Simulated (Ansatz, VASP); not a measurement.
**One calculation of Ba, two programs**

Contents of INCAR:

```
ALGO = Normal
EDIFF = 1E-6
ENCUT = 520
GGA = CA
ISIF = 2
ISMEAR = -1
LASPH = True
LCHARG = False
LREAL = False
LWAVE = False
NBANDS = 28
NELM = 80
PREC = Accurate
SIGMA = 0.1
```

KPOINTS

```
k-points
0
Gamma
  10 10 3
```

The input POSCAR:

```
Ba
1.0
    4.1255621406      0.0000000000      0.0000000000
   -2.0627810703      3.5728416187      0.0000000000
    0.0000000000      0.0000000000     13.4326863958
Ba
4
Direct
    1.0000000000      1.0000000000      0.0000000000
    1.0000000000      0.0000000000      0.5000000000
    0.3333333333      0.6666666667      0.2500000000
    0.6666666667      0.3333333333      0.7500000000
```

Input for Ansatz:

```yaml
crystal:
  lattice:
    - [4.1255621406, 0.0, 0.0]
    - [-2.0627810703, 3.5728416187, 0.0]
    - [0.0, 0.0, 13.4326863958]
  atoms:
    - { symbol: Ba, position: [1.0, 1.0, 0.0] }
    - { symbol: Ba, position: [1.0, 0.0, 0.5] }
    - { symbol: Ba, position: [0.3333333333, 0.6666666667, 0.25] }
    - { symbol: Ba, position: [0.6666666667, 0.3333333333, 0.75] }
hamiltonian:
  xc: lda
  pseudopotentials:
    kind: paw
    azcp:
      Ba: "pseudopotentials/Ba.paw.azcp"
basis:
  ecutwfc: 420
  fft_grid_basis: typed
kpoints:
  mp_grid: { grid: [10, 10, 3], shift: [0, 0, 0] }
magnetization:
  spin_polarized: false
scf:
  occupations: { method: fermi_dirac, width: 0.1 }
  lower_state_search: "off"
output:
  stress: true
  write_density: true
  write_potential: true
  elf: true
  volumetric_format: npy
```

Alike in both runs: task single point; functional LDA; k mesh 10 × 10 × 3; occupations fermi-dirac, width 0.1 eV; no spin polarisation.

```csv
,VASP,Ansatz
version,VASP 6.6.1,Ansatz 0.2.0
potentials or method,"VASP PAW LDA potentials, release 64 (Ba_sv), cutoff 520 eV","plane waves (420 eV) with PAW, scalar-relativistic"
valence electrons in the cell,40,40
```

Ansatz gave:

| Quantity | Value |
| --- | --- |
| pressure (GPa) | 0.8 |

Question: What did VASP give for the same quantities?

Answer: Pressure (GPa): 1.0.

Ansatz warns that its potentials were made for another functional, while VASP's fit it. LDA's correlation is that of Perdew and Zunger in VASP and of Perdew and Wang (1992) in Ansatz.

Neither program's run includes spin-orbit coupling.
